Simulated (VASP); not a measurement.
Wanted: the native input for a VASP 6.6.1 run.

| Item | Value |
| --- | --- |
| Task | single point |
| Functional | PBE |
| Potentials or basis | VASP PAW PBE potentials, release 64 (Ti_sv, Al) |
| Cutoff | 520 eV |
| k mesh | 12 × 12 × 12 |
| Occupations | gaussian, width 0.1 eV |
| Spin | no spin polarisation |
| Dipole correction | no |
| Further INCAR settings | ALGO = Normal; EDIFF = 1e-06; NBANDS = 18 |

The structure of TiAl3 lies in POSCAR:

```
TiAl3
1.0
    3.9799891745      0.0000000000      0.0000000000
    0.0000000000      3.9799891745      0.0000000000
    0.0000000000      0.0000000000      3.9799891745
Ti Al
1 3
Direct
    0.0000000000      0.0000000000      0.0000000000
    0.5000000000      0.5000000000      0.0000000000
    0.5000000000      0.0000000000      0.5000000000
    0.0000000000      0.5000000000      0.5000000000
```

One way to write it, as run:

INCAR

```
  PREC = Accurate
  ENCUT = 520
  EDIFF = 1E-6
  ISMEAR = 0
  SIGMA = 0.1
  LREAL = False
  LASPH = True
  NELM = 100
  ALGO = Normal
  ISIF = 2
  LWAVE = False
  LCHARG = False
  GGA = PE
  NBANDS = 18
```

KPOINTS

```
Automatic mesh
0
Gamma
  12 12 12
```

Potentials or basis: VASP PAW PBE potentials, release 64 (Ti_sv, Al).

Launch:

```bash
$ cat potpaw_PBE.64/Ti_sv/POTCAR potpaw_PBE.64/Al/POTCAR > POTCAR
$ mpirun -np 1 vasp_std > vasp.out
```

Results of the run:

```yaml
Pressure: -0.1 GPa
```

Wall time 67 s on 1 thread of Intel(R) Xeon(R) Platinum 8488C (Sapphire Rapids), on a shared host, peak memory 0.23 GiB.
